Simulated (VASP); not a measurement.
Ta3Cu:

```
CELL_PARAMETERS angstrom
-1.99304 1.99304 4.17993
1.99304 -1.99304 4.17993
1.99304 1.99304 -4.17993
ATOMIC_POSITIONS crystal
Ta 0.50000 0.50000 0.00000
Ta 0.25000 0.75000 0.50000
Ta 0.75000 0.25000 0.50000
Cu 0.00000 0.00000 0.00000
```

Base run:

- Program: VASP 6.6.1
- Functional: PBEsol
- Potentials or basis: VASP PAW PBE potentials, release 64 (Ta_pv, Cu)
- Cutoff: 520 eV
- k mesh: 9 × 9 × 9
- Occupations: fermi-dirac, width 0.05 eV
- Spin: no spin polarisation

Its results: band gap on the k mesh zero (bands 22 and 23 overlap by 1.36 eV); pressure -2.0 GPa.

The run is repeated on the same cell with these changes: functional from PBEsol to PBE. What comes out?

Band gap on the k mesh zero (bands 22 and 23 overlap by 1.37 eV); pressure 5.0 GPa.

PBE binds less tightly than PBEsol, so the same cell stands under more pressure.

Caveats: spin-orbit coupling is left out, which moves the levels of the heavy elements; the PAW data sets were made with another functional, which shifts forces and pressure a little (at least some runs); the cell stands under pressure (at least some runs).
